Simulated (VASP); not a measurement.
# LuAg3P4 (P-3m1) in VASP: single point with PBE

Aim: the single point of LuAg3P4 with PBE.

Everything below comes from runs of VASP 6.6.1. Logs are shortened: lines on timing, memory, paths and dates and some standing lists are left out, and cuts for length are marked.

## Step 1: The cell of the first run

It takes space group P-3m1 (No. 164, trigonal). The conventional cell has a = 4.589 Å, b = 4.589 Å, c = 8.017 Å, α = 90.00°, β = 90.00°, γ = 120.00°. Lu (site symmetry -3m) has 6 P at 3.04 Å and 6 Ag at 3.05 Å within 4.0 Å. Ag (site symmetry 3m) has 5 P at 2.65 to 3.00 Å and 3 Lu at 3.05 Å within 3.5 Å. Ag (site symmetry -3m) has 6 P at 2.66 Å within 3.5 Å. P (site symmetry 3m) has 1 P at 2.32 Å and 4 Ag at 2.65 to 3.00 Å and 3 Lu at 3.04 Å within 3.1 Å. P (site symmetry 3m) has 4 P at 2.32 to 2.68 Å and 4 Ag at 2.66 to 2.70 Å within 3.1 Å.

## Step 2: Single point, PBE

INCAR reads:

```
ALGO = Normal
EDIFF = 1E-7
ENCUT = 520
GGA = PE
ISIF = 2
ISMEAR = 0
LASPH = True
LCHARG = True
LELF = True
LREAL = False
LVHAR = True
LWAVE = False
NBANDS = 49
NELM = 60
PREC = Accurate
SIGMA = 0.1
```

KPOINTS reads:

```
k-points
0
Gamma
  12 12 6
```

POSCAR reads:

```
LuAg3P4
1.0
    4.5892901917      0.0000000000      0.0000000000
   -2.2946450959      3.9744418913      0.0000000000
    0.0000000000      0.0000000000      8.0172078327
Lu Ag P
1 3 4
Direct
    0.0000000000      0.0000000000      0.0000000000
    0.3333333333      0.6666666667      0.1880803345
    0.6666666667      0.3333333333      0.8119196655
    0.0000000000      0.0000000000      0.5000000000
    0.3333333333      0.6666666667      0.8135236803
    0.6666666667      0.3333333333      0.1864763197
    0.3333333333      0.6666666667      0.5247628169
    0.6666666667      0.3333333333      0.4752371831
```

Potentials or basis: VASP PAW PBE potentials, release 64 (Lu, Ag, P).

On the command line:

```bash
$ cat potpaw_PBE.64/Lu/POTCAR potpaw_PBE.64/Ag/POTCAR potpaw_PBE.64/P/POTCAR > POTCAR
$ mpirun -np 1 vasp_std > vasp.out
```

OUTCAR:

```text
EDIFF = 1E-7
   ENCUT = 520
   GGA = PE
   ISIF = 2
   ISMEAR = 0
   LASPH = True
   LREAL = False
   NELM = 60
   PREC = Accurate

 ion  position               nearest neighbor table
   1  0.000  0.000  0.000-   5 3.04   6 3.04   5 3.04   6 3.04   6 3.04   5 3.04   2 3.05   3 3.05
                             2 3.05   3 3.05   2 3.05   3 3.05
   2  0.333  0.667  0.188-   6 2.65   6 2.65   6 2.65   7 2.70   5 3.00   1 3.05   1 3.05   1 3.05

   3  0.667  0.333  0.812-   5 2.65   5 2.65   5 2.65   8 2.70   6 3.00   1 3.05   1 3.05   1 3.05

   4  0.000  0.000  0.500-   7 2.66   8 2.66   7 2.66   8 2.66   8 2.66   7 2.66
   5  0.333  0.667  0.814-   7 2.32   3 2.65   3 2.65   3 2.65   2 3.00   1 3.04   1 3.04   1 3.04

   6  0.667  0.333  0.186-   8 2.32   2 2.65   2 2.65   2 2.65   3 3.00   1 3.04   1 3.04   1 3.04

   7  0.333  0.667  0.525-   5 2.32   4 2.66   4 2.66   4 2.66   8 2.68   8 2.68   8 2.68   2 2.70

   8  0.667  0.333  0.475-   6 2.32   4 2.66   4 2.66   4 2.66   7 2.68   7 2.68   7 2.68   3 2.70

  LATTYP: Found a hexagonal cell.
 ALAT       =     4.5892901917
 C/A-ratio  =     1.7469385238

  Lattice vectors:

 A1 = (   4.5892901917,   0.0000000000,   0.0000000000)
 A2 = (  -2.2946450959,   3.9744418913,   0.0000000000)
 A3 = (   0.0000000000,   0.0000000000,   8.0172078327)

Analysis of symmetry for initial positions (statically):
=====================================================================
 Subroutine PRICEL returns:
 Original cell was already a primitive cell.

 Routine SETGRP: Setting up the symmetry group for a
 hexagonal supercell.

 Subroutine GETGRP returns: Found 12 space group operations
 (whereof 12 operations were pure point group operations)
 out of a pool of 24 trial point group operations.

The static configuration has the point symmetry D_3d.

Analysis of symmetry for dynamics (positions and initial velocities):
=====================================================================
 Subroutine PRICEL returns:
 Original cell was already a primitive cell.

 Routine SETGRP: Setting up the symmetry group for a
 hexagonal supercell.

 Subroutine GETGRP returns: Found 12 space group operations
 (whereof 12 operations were pure point group operations)
 out of a pool of 24 trial point group operations.

The dynamic configuration has the point symmetry D_3d.

 Subroutine INISYM returns: Found 12 space group operations
 (whereof 12 operations are pure point group operations),
 and found     1 'primitive' translations

----------------------------------------------------------------------------------------

                                     Primitive cell

  volume of cell :     146.2328

  direct lattice vectors                    reciprocal lattice vectors
     4.589290192  0.000000000  0.000000000     0.217898620  0.125803827  0.000000000
    -2.294645096  3.974441891  0.000000000     0.000000000  0.251607654  0.000000000
     0.000000000  0.000000000  8.017207833     0.000000000  0.000000000  0.124731705

  length of vectors
     4.589290192  4.589290192  8.017207833     0.251607654  0.251607654  0.124731705

  position of ions in fractional coordinates (direct lattice)
     0.000000000  0.000000000  0.000000000
     0.333333333  0.666666667  0.188080335
     0.666666667  0.333333333  0.811919665
     0.000000000  0.000000000  0.500000000
     0.333333333  0.666666667  0.813523680
     0.666666667  0.333333333  0.186476320
     0.333333333  0.666666667  0.524762817
     0.666666667  0.333333333  0.475237183

  ion indices of the primitive-cell ions
   primitive index   ion index
                 1           1
                 2           2
                 3           3
                 4           4
                 5           5
                 6           6
                 7           7
                 8           8

----------------------------------------------------------------------------------------

 KPOINTS: k-points

Automatic generation of k-mesh.
 Grid dimensions read from file:
 generate k-points for:   12   12    6

 Generating k-lattice:

  Cartesian coordinates                     Fractional coordinates (reciprocal lattice)
     0.018158218  0.010483652  0.000000000     0.083333333 -0.000000000  0.000000000
     0.000000000  0.020967304  0.000000000     0.000000000  0.083333333  0.000000000
     0.000000000  0.000000000  0.020788617     0.000000000  0.000000000  0.166666667

  Length of vectors
     0.020967304  0.020967304  0.020788617

  Shift w.r.t. Gamma in fractional coordinates (k-lattice)
     0.000000000  0.000000000  0.000000000

 Subroutine IBZKPT returns following result:
 ===========================================

 Found    100 irreducible k-points:

 Following reciprocal coordinates:
            Coordinates               Weight
  0.000000  0.000000  0.000000      1.000000
  0.083333 -0.000000  0.000000      6.000000
  0.166667 -0.000000  0.000000      6.000000
  0.250000  0.000000  0.000000      6.000000
  0.333333  0.000000  0.000000      6.000000
  0.416667  0.000000  0.000000      6.000000
[... 16 lines left out ...]
  0.166667 -0.000000  0.166667      6.000000
  0.000000  0.166667  0.166667      6.000000
 [... further k-points ...]
   k-points           NKPTS =    100   k-points in BZ     NKDIM =    100   number of bands    NBANDS=     49
   number of dos      NEDOS =    301   number of ions     NIONS =      8
   total plane-waves  NPLWV =  77760
   dimension x,y,z NGX =    36 NGY =   36 NGZ =   60
   dimension x,y,z NGXF=    72 NGYF=   72 NGZF=  120
   ions per type =               1   3   4
   NGX,Y,Z   is equivalent  to a cutoff of  13.04, 13.04, 12.44 a.u.
   NGXF,Y,Z  is equivalent  to a cutoff of  26.08, 26.08, 24.88 a.u.
 SYSTEM =  unknown system
   PREC   = accura    normal or accurate (medium, high low for compatibility)
   ISTART =      0    job   : 0-new  1-cont  2-samecut
   ICHARG =      2    charge: 1-file 2-atom 10-const
   ISPIN  =      1    spin polarized calculation?
   LNONCOLLINEAR =      F non collinear calculations
   LSORBIT =      F    spin-orbit coupling
   LASPH  =      T    aspherical Exc in radial PAW
   ENCUT  =  520.0 eV  38.22 Ry    6.18 a.u.   8.53  8.53 14.91*2*pi/ulx,y,z
   NELM   =     60;   NELMIN=  2; NELMDL= -5     # of ELM steps
   EDIFF  = 0.1E-06   stopping-criterion for ELM
   LREAL  =      F    real-space projection
   EDIFFG = 0.1E-05   stopping-criterion for IOM
   NSW    =      0    number of steps for IOM
   IBRION =     -1    ionic relax: 0-MD 1-quasi-New 2-CG
   NFREE  =      0    steps in history (QN), initial steepest desc. (CG)
   ISIF   =      2    stress and relaxation
   ISYM   =      2    0-nonsym 1-usesym 2-fastsym
   POTIM  = 0.5000    time-step for ionic-motion
   TEBEG  =    0.0;   TEEND  =   0.0 temperature during run
   PSTRESS=    0.0 pullay stress
   NELECT =      78.0000    total number of electrons
   NUPDOWN=      -1.0000    fix difference up-down
   EMIN   =  10.00;   EMAX   =-10.00  energy-range for DOS
   EFERMI =   0.00;   METHOD = LEGACY
   ISMEAR =     0;   SIGMA  =   0.10  broadening in eV -4-tet -1-fermi 0-gaus
   EFERMI_NEDOS =   21; number of points for ismear=-14 and -15
   IALGO  =     38    algorithm
   IMIX   =      4    mixing-type and parameters
     AMIX     =   0.40;   BMIX     =  1.00
     AMIX_MAG =   1.60;   BMIX_MAG =  1.00
  volume/ion in A,a.u.               =      18.28       123.35
  Fermi-wavevector in a.u.,A,eV,Ry     =   1.327674  2.508940 23.983235  1.762718
  Thomas-Fermi vector in A             =   2.456969
   LORBIT       =      0    0 simple, 1 ext, 2 COOP (PROOUT), +10 PAW based schemes
   GGA     = PE    functional components
   LHFCALC =     F    Hartree Fock is set to
   AEXX    =    0.0000 exact exchange contribution
   IVDW    =     0    specifies the selected vdW correction
   LEPSILON=     F    determine dielectric tensor
   LRPA    =     F    only Hartree local field effects (RPA)
 non-spin polarized calculation
 Gauss-broadening in eV      SIGMA  =   0.10
  energy-cutoff  :      520.00
  volume of cell :      146.23
 maximum number of plane-waves:      3984
 NGX is ok and might be reduce to    36
   NGX = 17   NGY = 17   NGZ = 29

 number of electron      78.0000019 magnetization

 Free energy of the ion-electron system (eV)
  ---------------------------------------------------
  ext. energy  EPLUGINS =         0.00000000
  ---------------------------------------------------
  free energy    TOTEN  =       -34.36422056 eV

  energy without entropy =      -34.34434174  energy(sigma->0) =      -34.35428115

 E-fermi :   7.5282     XC(G=0): -11.1886

 val. band max:        7.5257853928   @ k =   0.0833   0.0833   0.3333
 cond. band min:       7.5345123847   @ k =   0.0833   0.0833   0.1667
 fundamental gap:      0.0087269920
 Fermi energy:         7.5281590021

 k-point     1 :       0.0000    0.0000    0.0000
  band No.  band energies     occupation
      1     -49.6133      2.00000
      2     -20.2780      2.00000
      3     -20.2780      2.00000
      4     -20.2672      2.00000
      5      -6.6018      2.00000
      6      -4.2784      2.00000
[... 41 lines left out ...]
     48      10.9607      0.00000
     49      10.9607      0.00000

 k-point     2 :       0.0833   -0.0000    0.0000
  band No.  band energies     occupation
      1     -49.6133      2.00000
      2     -20.2795      2.00000
      3     -20.2783      2.00000
      4     -20.2669      2.00000
      5      -6.5526      2.00000
      6      -4.2866      2.00000
[... 41 lines left out ...]
     48      10.6608      0.00000
     49      10.7260      0.00000

 k-point     3 :       0.1667   -0.0000    0.0000
  band No.  band energies     occupation
      1     -49.6132      2.00000
      2     -20.2837      2.00000
      3     -20.2793      2.00000
      4     -20.2662      2.00000
      5      -6.4086      2.00000
      6      -4.3170      2.00000
[... 1081 lines left out ...]
     48      10.7044      0.00000
     49      11.3104      0.00000

 k-point    24 :       0.0000    0.1667    0.1667
  band No.  band energies     occupation
      1     -49.6132      2.00000
      2     -20.2837      2.00000
      3     -20.2793      2.00000
      4     -20.2662      2.00000
      5      -6.3921      2.00000
      6      -4.4358      2.00000
[... 41 lines left out ...]
     48      10.8661      0.00000
     49      11.3948      0.00000

 [... further k-points ...]
[... 5 lines left out ...]
  --------------------------------------------------------------------------------------
  -------------------------------------------------------------------------------------
  Total       -0.0045093     -0.0045093     -0.1760017      0.0000000      0.0000000     -0.0000000
  in kB       -0.0494058     -0.0494058     -1.9283354      0.0000000      0.0000000     -0.0000000
  external PRESSURE =      -0.6757157 kB  Pullay stress =       0.0000000 kB

 VOLUME and BASIS-vectors are now :
 -----------------------------------------------------------------------------
  energy-cutoff  :      520.00
  volume of cell :      146.23
      direct lattice vectors                 reciprocal lattice vectors
     4.589290192  0.000000000  0.000000000     0.217898620  0.125803827  0.000000000
    -2.294645096  3.974441891  0.000000000     0.000000000  0.251607654  0.000000000
     0.000000000  0.000000000  8.017207833     0.000000000  0.000000000  0.124731705

 POSITION                                       TOTAL-FORCE (eV/Angst)
 -----------------------------------------------------------------------------------
      0.00000      0.00000      0.00000         0.000000      0.000000     -0.000000
     -0.00000      2.64963      1.50788        -0.000000      0.000000      0.010834
      2.29465      1.32481      6.50933         0.000000     -0.000000     -0.010834
      0.00000      0.00000      4.00860         0.000000      0.000000     -0.000000
     -0.00000      2.64963      6.52219         0.000000     -0.000000     -0.041746
      2.29465      1.32481      1.49502         0.000000      0.000000      0.041746
     -0.00000      2.64963      4.20713         0.000000      0.000000      0.034294
      2.29465      1.32481      3.81008         0.000000      0.000000     -0.034294
 -----------------------------------------------------------------------------------
    total drift:                                0.000000      0.000000      0.000000

  FREE ENERGIE OF THE ION-ELECTRON SYSTEM (eV)
  ---------------------------------------------------
  free  energy   TOTEN  =       -34.3642205591 eV

  energy  without entropy=      -34.3443417359  energy(sigma->0) =      -34.35428115
```

Run time: 8.1 min. Hardware: 1 thread of Intel Xeon 6975P-C (Granite Rapids), shared host; peak memory 0.73 GiB.

Results:

```
Free energy            : -34.3642 eV
Pressure               : -0.1 GPa
Largest force          : 0.042 eV/Å
Band gap on the k mesh : zero (band 39 reaches 7.88 eV, above the bottom of band 40 at 6.79 eV)
```

Forces on the atoms (eV/Å):
```
Lu   0.000  0.000  0.000
Ag   0.000  0.000  0.011
Ag   0.000  0.000 -0.011
Ag   0.000  0.000  0.000
P    0.000  0.000 -0.042
P    0.000  0.000  0.042
P    0.000  0.000  0.034
P    0.000  0.000 -0.034
```

Stress tensor (GPa, compression positive):
```
 0.00  0.00  0.00
 0.00  0.00  0.00
 0.00  0.00 -0.19
```

Caveat: spin-orbit coupling is left out, which moves the levels of the heavy elements.
